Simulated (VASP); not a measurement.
Write the native input for VASP 6.6.1 that does the following.

* Task: relaxation of cell and atoms
* Functional: PBE
* Potentials or basis: VASP PAW PBE potentials, release 64 (Al, Co)
* Cutoff: 600 eV
* k mesh: 20 × 20 × 20
* Occupations: gaussian, width 0.1 eV
* Spin: no spin polarisation
* Dipole correction: no
* Further INCAR settings: ALGO = Normal; EDIFF = 1e-06; IBRION = 2; EDIFFG = -0.01; NSW = 100; ISIF = 3

The structure of AlCo lies in POSCAR:

```
AlCo
1.0
    0.0000000000      2.3940203037      2.3940203037
    2.3940203037      0.0000000000      2.3940203037
    2.3940203037      2.3940203037      0.0000000000
Al Co
1 1
Direct
    0.0000000000      0.0000000000      0.0000000000
    0.5000000000      0.5000000000      0.5000000000
```

These files were run (other wordings do the same):

INCAR

```
SYSTEM = AlCo
PREC = Accurate
ENCUT = 600
EDIFF = 1E-6
ISMEAR = 0
SIGMA = 0.1
LREAL = .FALSE.
LASPH = .TRUE.
NELM = 100
ALGO = Normal
ISIF = 3
LWAVE = .FALSE.
LCHARG = .FALSE.
GGA = PE
IBRION = 2
NSW = 100
EDIFFG = -0.01
```

KPOINTS

```
regular mesh
0
G
  20 20 20
  0 0 0
```

Potentials or basis: VASP PAW PBE potentials, release 64 (Al, Co).

The run is started by

```bash
$ cat potpaw_PBE.64/Al/POTCAR potpaw_PBE.64/Co/POTCAR > POTCAR
$ mpirun -np 1 vasp_std > vasp.out
```

Results of the run:

The pressure after relaxing is -0.1 GPa and the band gap on the k mesh is zero (bands 6 and 7 overlap by 0.20 eV).

Caveat: the relaxation stopped at its first step, so nothing moved; the run has no spin polarisation, though such a crystal can be magnetic.

Run time: 34 s on 1 thread of Intel(R) Xeon(R) 6975P-C (Granite Rapids), with other jobs on the host, peak memory 0.24 GiB.
